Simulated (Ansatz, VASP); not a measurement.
# MgTiN in VASP and in Ansatz

```
Mg Ti N
1.0
     3.08431    0.00007   -0.00057
    -1.54209    2.67101    0.00020
     0.00064    0.00020    9.93659
Mg Ti N
2 2 2
Direct
  0.00012 0.99997 0.00000
  0.99999 0.00002 0.50000
  0.66655 0.33338 0.25994
  0.66670 0.33328 0.74006
  0.33329 0.66672 0.35575
  0.33335 0.66663 0.64425
```

Change from the starting cell: cell x2, atoms moved at random (sigma 0.15 Å) and cell strained at random (1.5 %), then relaxed without symmetry.

Alike in both runs: functional PBE; k mesh 6 × 6 × 2; occupations gaussian, width 0.2 eV; no spin polarisation.

Ansatz relaxed the structure, and its values are those at the end. VASP's run is a single point on that final structure, the one shown.

```csv
,VASP,Ansatz
version,VASP 6.6.1,Ansatz 0.2.0
potentials or method,"VASP PAW PBE potentials, release 64 (Mg, Ti_sv, N), cutoff 520 eV","scalar-relativistic, plane waves, PAW"
valence electrons in the cell,38,54
```

|  | VASP | Ansatz | Ansatz less VASP |
| --- | --- | --- | --- |
| gap on the k mesh at the Fermi level (eV) | none | none | - |
| pressure (GPa) | -0.2 | -0.2 | +0.04 |
| rms of the force components (eV/Å) | 0.018 | 0.002 | -0.0167 |

A gap of «none» marks a metal or a gap that the smearing closes. With one functional, cell and mesh, what is left measures potentials, basis and numerics. VASP's potentials hold 38 valence electrons a cell and Ansatz's 54, so a difference there can come from the potentials and not from the codes.

The k mesh is coarse, so the values compare programs but aren't converged.
